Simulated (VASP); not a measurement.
Write the native input for VASP 6.6.1 that does the following.

```
Task                   : single point
Functional             : PBEsol
Potentials or basis    : VASP PAW PBE potentials, release 64 (Te, Au)
Cutoff                 : 520 eV
k mesh                 : 12 × 12 × 8
Occupations            : gaussian, width 0.05 eV
Spin                   : no spin polarisation
Dipole correction      : no
Further INCAR settings : ALGO = Normal; EDIFF = 1e-06; NBANDS = 18
```

The structure of Te2Au (Calaverite) lies in POSCAR:

```
Te2Au
1.0
    4.1070754589      0.0000000000      0.0000000000
   -2.0535377295      3.5568316827      0.0000000000
    0.0000000000      0.0000000000      4.9943060179
Te Au
2 1
Direct
    0.6666666667      0.3333333333      0.2917253770
    0.3333333333      0.6666666667      0.7082746230
    0.0000000000      0.0000000000      0.0000000000
```

This cell differs from its parent crystal: volume scaled by 0.960.

One way to write it, as run:

INCAR

```
SYSTEM = Te2Au
ALGO = Normal
EDIFF = 1E-6
ENCUT = 520
GGA = PS
ISIF = 2
ISMEAR = 0
LASPH = .TRUE.
LCHARG = .FALSE.
LREAL = .FALSE.
LWAVE = .FALSE.
NBANDS = 18
NELM = 100
PREC = Accurate
SIGMA = 0.05
```

KPOINTS

```
k-points
0
G
  12 12 8
  0 0 0
```

Potentials or basis: VASP PAW PBE potentials, release 64 (Te, Au).

Run with:

```console
$ cat potpaw_PBE.64/Te/POTCAR potpaw_PBE.64/Au/POTCAR > POTCAR
$ mpirun -np 1 vasp_std > vasp.out
```

It gave:

```yaml
Pressure: 3.6 GPa
Largest_force: 0.005 eV/Å
```

Caveat: the PAW data sets were made with another functional, which shifts forces and pressure a little.

Wall time 110 s on 1 thread of Intel(R) Xeon(R) 6975P-C (Granite Rapids), on a shared host, peak memory 0.31 GiB.
